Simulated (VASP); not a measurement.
Here is a VASP 6.6.1 calculation.

The input INCAR:

```
SYSTEM = P
PREC = Accurate
ENCUT = 520
EDIFF = 1E-7
ISMEAR = -1
SIGMA = 0.1
LREAL = .FALSE.
LASPH = .TRUE.
NELM = 60
ALGO = Normal
ISIF = 2
LWAVE = .FALSE.
LCHARG = .FALSE.
NBANDS = 8
```

Contents of KPOINTS:

```
regular mesh
0
G
  17 17 17
  0 0 0
```

POSCAR

```
P
1.0
    0.0000000000      1.7394089844      1.7394089844
    1.7394089844      0.0000000000      1.7394089844
    1.7394089844      1.7394089844      0.0000000000
P
1
Direct
    0.0000000000      0.0000000000      0.0000000000
```

Potentials or basis: VASP PAW LDA potentials, release 64 (P).

The run is started by

```sh
$ cat potpaw_LDA.64/P/POTCAR > POTCAR
$ mpirun -np 1 vasp_std > vasp.out
```

(1) Predict the pressure.

Results:

(1) 48.9 GPa.
